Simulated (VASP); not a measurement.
Here is a VASP 6.6.1 calculation.

File INCAR:

```
SYSTEM = H3C8F
ALGO     = Normal         ! electronic algorithm
EDIFF    = 1E-6           ! SCF threshold, eV
ENCUT    = 520            ! plane-wave cutoff, eV
GGA      = PE             ! functional
ISIF     = 2              ! what is computed and relaxed
ISMEAR   = -1             ! smearing method
LASPH    = .TRUE.         ! aspherical terms in the spheres
LCHARG   = .FALSE.        ! write CHGCAR
LREAL    = Auto         
LWAVE    = .FALSE.        ! write WAVECAR
NBANDS   = 60             ! bands
NELM     = 100            ! most SCF steps
PREC     = Accurate       ! precision mode
SIGMA    = 0.02           ! smearing width, eV
```

Contents of KPOINTS:

```
k-points
0
G
  2 2 1
  0 0 0
```

File POSCAR:

```
H3C8F
1.0
    5.0487420000      0.0000000000      0.0000000000
    2.5243710000      4.3723390000      0.0000000000
    0.0000000000      0.0000000000     15.7764260000
H C F
6 16 2
Direct
    0.1666721879      0.1666613682      0.0633857123
    0.6666779319      0.1666613682      0.0633857123
    0.1666715721      0.6666683439      0.0633857123
    0.6666575092      0.6666683439      0.0633857123
    0.0219650514      0.4614235081      0.3599801375
    0.5139220502      0.4457110942      0.3635170602
    0.1666721879      0.1666613682      0.1331099959
    0.6666779319      0.1666613682      0.1331099959
    0.1666715721      0.6666683439      0.1331099959
    0.6666575092      0.6666683439      0.1331099959
   -0.1666613682      0.3333227364      0.1657726535
    0.3333443758      0.3333227364      0.1657726535
   -0.1666619840      0.8333297121      0.1657726535
    0.3333437600      0.8333297121      0.1657726535
   -0.1574388652      0.3165811251      0.2597166177
    0.3360263308      0.3157577672      0.2654213318
   -0.1576881007      0.8132031848      0.2629556276
    0.3452557683      0.7992061000      0.2661502675
    0.0092930527     -0.0282914934      0.2946991923
    0.5141683237     -0.0470228864      0.2965120237
    0.0043285227      0.4922994306      0.2920560081
    0.5172602383      0.4684677926      0.2940273038
   -0.0140038401      0.9976353618      0.3823426168
    0.5577709602      0.8734684113      0.3879585909
```

Potentials or basis: VASP PAW PBE potentials, release 64 (H, C, F).

Command:

```bash
$ cat potpaw_PBE.64/H/POTCAR potpaw_PBE.64/C/POTCAR potpaw_PBE.64/F/POTCAR > POTCAR
$ mpirun -np 1 vasp_std > vasp.out
```

Q: What does it give for the largest force?

A: 3.151 eV/Å.

Q: Predict the band gap on the k mesh.

A: 3.39 eV, direct.

Forces in eV/Å, atoms in the order of the input:
```
H   -0.019 -0.117 -0.192
H   -0.003 -0.073 -0.184
H   -0.024 -0.076 -0.174
H   -0.003 -0.031 -0.158
H   -0.290  0.684  0.742
H    0.596  0.472 -0.067
C    0.075  0.044  1.047
C   -0.095  0.041  0.940
C    0.046  0.002  1.148
C   -0.035  0.040  1.013
C   -0.062 -0.706 -2.172
C   -0.158 -1.272 -0.749
C   -0.073 -0.317 -1.406
C   -0.201 -0.830 -0.716
C    0.095 -0.314  1.876
C    0.763 -0.958 -0.775
C   -0.628  0.558  0.082
C   -0.072  0.979 -0.918
C    0.627  1.924 -0.816
C    0.723  1.807  0.466
C   -0.163 -3.094  0.576
C   -1.317 -0.403  0.702
F    0.257 -0.167  0.658
F   -0.038  1.807 -0.923
```

Caveat: the k points lie up to 0.72 Å⁻¹ apart.
